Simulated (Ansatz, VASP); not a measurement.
# One calculation of Zn4HO4, two programs

```xyz
9
Lattice="5.5148 0.0000 0.0000 0.0000 5.5148 0.0000 0.0000 0.0000 3.2430" Properties=species:S:1:pos:R:3 pbc="T T T"
Zn    1.0041    1.0041    1.6215
Zn    4.5108    4.5108    1.6215
Zn    3.7615    1.7533    0.0000
Zn    1.7533    3.7615    0.0000
O     4.5111    1.0037    1.6215
O     1.0037    4.5111    1.6215
O     3.7611    3.7611    0.0000
O     1.7537    1.7537    0.0000
H     5.5150   -3.9596    1.6215
```

Alike in both runs: task single point; functional PBEsol; k mesh 4 × 4 × 8; occupations gaussian, width 0.05 eV; no spin polarisation.

```csv
,VASP,Ansatz
version,VASP 6.6.1,Ansatz 0.2.0
potentials or method,"VASP PAW PBE potentials, release 64 (Zn, O, H), cutoff 520 eV","scalar-relativistic, plane waves, PAW"
valence electrons in the cell,73,73
```

```csv
,VASP,Ansatz,Ansatz less VASP
gap on the k mesh at the Fermi level (eV),none,none,-
pressure (GPa),17.5,16.4,-1.14
"traceless stress, the component that is largest in VASP (GPa)",14.30,13.89,-0.407
rms of the force components (eV/Å),3.949,3.879,-0.0692
```

VASP's potentials were made for PBE, not for PBEsol, and Ansatz warns of the same on its side. Atom by atom the forces differ by 0.086 eV/Å (rms over components). A gap of «none» marks a metal or a gap that the smearing closes.
